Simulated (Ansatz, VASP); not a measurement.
**PbS: VASP beside Ansatz**

Contents of INCAR:

```
ALGO = Normal
EDIFF = 1E-6
ENCUT = 520
GGA = PS
ISIF = 2
ISMEAR = 0
LASPH = T
LCHARG = F
LREAL = F
LWAVE = F
NBANDS = 17
NELM = 80
PREC = Accurate
SIGMA = 0.15
```

The input KPOINTS:

```
k-points
0
Gamma
  14 14 14
```

POSCAR

```
PbS
1.0
    3.6536590000      0.0000000000      0.0000000000
    0.0000000000      3.6536590000      0.0000000000
    0.0000000000      0.0000000000      3.8363419500
Pb S
1 1
Direct
    0.0000000000      0.0000000000      0.0000000000
    0.5000000000      0.5000000000      0.5000000000
```

Input for Ansatz:

```yaml
crystal:
  lattice:
    - [3.653659, 0.0, 0.0]
    - [0.0, 3.653659, 0.0]
    - [0.0, 0.0, 3.83634195]
  atoms:
    - { symbol: Pb, position: [0.0, 0.0, 0.0] }
    - { symbol: S, position: [0.5, 0.5, 0.5] }
basis:
  ecutwfc: 420
kpoints:
  mp_grid: { grid: [14, 14, 14] }
hamiltonian:
  xc: pbesol
scf:
  occupations: { method: gaussian, width: 0.15 }
output:
  forces: true
  stress: true
  eigenvalues: true
```

Change from the starting cell: strain +0.0500 x Voigt [0, 0, 1, 0, 0, 0], atoms carried along.

Alike in both runs: task single point; functional PBEsol; k mesh 14 × 14 × 14; occupations gaussian, width 0.15 eV; no spin polarisation.

|  | VASP | Ansatz |
| --- | --- | --- |
| version | VASP 6.6.1 | Ansatz 0.2.0 |
| potentials or method | VASP PAW PBE potentials, release 64 (Pb_d, S), cutoff 520 eV | scalar-relativistic, plane waves, PAW |
| valence electrons in the cell | 20 | 20 |

Ansatz gave:

- gap on the k mesh at the Fermi level (eV): none
- pressure (GPa): -5.5
- traceless stress, the component that is largest in VASP (GPa): -2.56

Task: Estimate VASP's values.

Result: gap on the k mesh at the Fermi level (eV): none; pressure (GPa): -5.6; traceless stress, the component that is largest in VASP (GPa): -2.56.

VASP's potentials were made for PBE, not for PBEsol. A gap of «none» marks a metal or a gap that the smearing closes. The functional is the same, so the differences come from potentials, cutoffs and numerics.

Spin-orbit coupling is off throughout.
